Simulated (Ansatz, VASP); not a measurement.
One calculation of Pt, two programs

INCAR

```
  PREC = Accurate
  ENCUT = 600
  EDIFF = 1E-6
  ISMEAR = -1
  SIGMA = 0.05
  LREAL = False
  LASPH = True
  NELM = 80
  ALGO = Normal
  ISIF = 3
  LWAVE = False
  LCHARG = False
  GGA = PS
  IBRION = 2
  NSW = 80
  EDIFFG = -0.005
```

Contents of KPOINTS:

```
Automatic mesh
0
Gamma
  12 12 12
```

POSCAR

```
Pt
1.0
    0.0000000000      1.9609000000      1.9609000000
    1.9609000000      0.0000000000      1.9609000000
    1.9609000000      1.9609000000      0.0000000000
Pt
1
Direct
    0.0000000000      0.0000000000      0.0000000000
```

File input.yaml:

```yaml
crystal:
  lattice:
    - [0.0, 1.9609, 1.9609]
    - [1.9609, 0.0, 1.9609]
    - [1.9609, 1.9609, 0.0]
  atoms:
    - { symbol: Pt, position: [0.0, 0.0, 0.0] }
kpoints:
  mp_grid: { grid: [12, 12, 12] }
scf:
  occupations: { method: fermi_dirac, width: 0.05 }
hamiltonian:
  xc: pbesol
  pseudopotentials: { kind: all_electron, lapw: { basis_error: 0.001 } }
output:
  forces: true
  stress: true
relax:
  f_tol: 0.005
  max_steps: 60
  cell: {}
```

Alike in both runs: task relaxation of cell and atoms; functional PBEsol; k mesh 12 × 12 × 12; occupations fermi-dirac, width 0.05 eV; no spin polarisation.

|  | VASP | Ansatz |
| --- | --- | --- |
| version | VASP 6.6.1 | Ansatz 0.2.0 |
| potentials or method | VASP PAW PBE potentials, release 64 (Pt), cutoff 600 eV | all-electron LAPW, scalar-relativistic |

|  | VASP | Ansatz | Ansatz less VASP |
| --- | --- | --- | --- |
| relaxed volume (Å³/atom) | 15.03 | 15.05 | +0.015 |
| relaxed cell length with the largest relative difference (Å) | 2.770 | 2.771 | +0.0009 |

VASP's potentials were made for PBE, not for PBEsol. Ansatz ran all-electron here, and VASP with PAW potentials.

Spin-orbit coupling is off throughout.
